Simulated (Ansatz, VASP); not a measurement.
Given: the input of a run of VASP 6.6.1 on HgTe.

POSCAR

```
HgTe
1.0
    0.0000000000      3.1150838257      3.1150838257
    3.1150838257      0.0000000000      3.1150838257
    3.1150838257      3.1150838257      0.0000000000
Hg Te
1 1
Direct
    0.0000000000      0.0000000000      0.0000000000
    0.5000000000      0.5000000000      0.5000000000
```

Contents of INCAR.step1:

```
PREC = Accurate
ENCUT = 520
ISMEAR = -1
SIGMA = 0.05
LREAL = False
LASPH = True
NELM = 60
NBANDS = 16
GGA = PE
ALGO = Normal
EDIFF = 1E-4
LWAVE = True
LCHARG = False
```

The input INCAR.step2:

```
PREC = Accurate
ENCUT = 520
EDIFF = 1E-6
ISMEAR = -1
SIGMA = 0.05
LREAL = False
LASPH = True
NELM = 60
ALGO = Normal
ISIF = 2
LWAVE = False
LCHARG = True
METAGGA = R2SCAN
LMIXTAU = True
LELF = True
LVHAR = True
NBANDS = 16
ISTART = 1
```

File KPOINTS:

```
regular mesh
0
Gamma
  7 7 7
```

Potentials or basis: VASP PAW PBE potentials, release 64 (Hg, Te).

The run is started by

```console
$ cat potpaw_PBE.64/Hg/POTCAR potpaw_PBE.64/Te/POTCAR > POTCAR
$ cp INCAR.step1 INCAR
$ mpirun -np 1 vasp_std > vasp.out
$ cp INCAR.step2 INCAR
$ mpirun -np 1 vasp_std > vasp.out
```

Task: Set up the same calculation for Ansatz 0.2.0. Potentials there: Ansatz PAW.

Result: As run (the cutoff follows the program's own potentials):

input.yaml

```yaml
crystal:
  lattice:
    - [0.0, 3.1150838257, 3.1150838257]
    - [3.1150838257, 0.0, 3.1150838257]
    - [3.1150838257, 3.1150838257, 0.0]
  atoms:
    - { symbol: Hg, position: [0.0, 0.0, 0.0] }
    - { symbol: Te, position: [0.5, 0.5, 0.5] }
hamiltonian:
  xc: r2scan
  pseudopotentials: { kind: paw }
kpoints:
  mp_grid: { grid: [7, 7, 7] }
scf:
  occupations: { method: fermi_dirac, width: 0.05 }
output:
  forces: true
  stress: true
  eigenvalues: true
```

Potentials or basis: Ansatz PAW.

Command:

```bash
$ ansatz run input.yaml --threads 2 --pin off --max-ram 5632MiB --backend cpu --events-out ev --progress --plain --runs-dir out
```

Both were run:

|  | VASP | Ansatz | Ansatz less VASP |
| --- | --- | --- | --- |
| gap on the k mesh at the Fermi level (eV) | none | none | - |
| pressure (GPa) | -3.0 | -3.1 | -0.11 |

VASP's potentials were made for PBE, not for r2SCAN. A gap of «none» marks a metal or a gap that the smearing closes. VASP's potentials hold 18 valence electrons a cell and Ansatz's 36, so a difference there can come from the potentials and not from the codes.

Spin-orbit coupling is off throughout.
